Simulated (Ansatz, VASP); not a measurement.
# GaSbTe2S: VASP beside Ansatz

```
Ga Sb Te S
1.0
     3.93444    0.00000    0.00000
    -1.96722    3.40732    0.00000
     0.00000    0.00000   10.87609
Ga Sb Te S
1 1 2 1
Direct
  0.66667 0.33333 0.57445
  0.00000 0.00000 0.98550
  0.33333 0.66667 0.80176
  0.66667 0.33333 0.16167
  0.33333 0.66667 0.47662
```

Change from the starting cell: species swapped into the NaLiZnS2 type (P3m1, No. 156).

Alike in both runs: functional PBE; k mesh 12 × 12 × 4; occupations gaussian, width 0.1 eV; no spin polarisation.

Ansatz relaxed the structure, and its values are those at the end. VASP's run is a single point on that final structure, the one shown.

|  | VASP | Ansatz |
| --- | --- | --- |
| version | VASP 6.6.1 | Ansatz 0.2.0 |
| potentials or method | VASP PAW PBE potentials, release 64 (Ga_d, Sb, Te, S), cutoff 520 eV | scalar-relativistic, plane waves, PAW |
| valence electrons in the cell | 36 | 66 |

```tsv
	VASP	Ansatz	Ansatz less VASP
gap on the k mesh at the Fermi level (eV)	none	none	-
pressure (GPa)	0.0	0.0	+0.01
rms of the force components (eV/Å)	0.006	0.001	-0.0049
```

A gap of «none» marks a metal or a gap that the smearing closes. With one functional, cell and mesh, what is left measures potentials, basis and numerics. VASP's potentials hold 36 valence electrons a cell and Ansatz's 66, so a difference there can come from the potentials and not from the codes.

Spin-orbit coupling is off throughout.
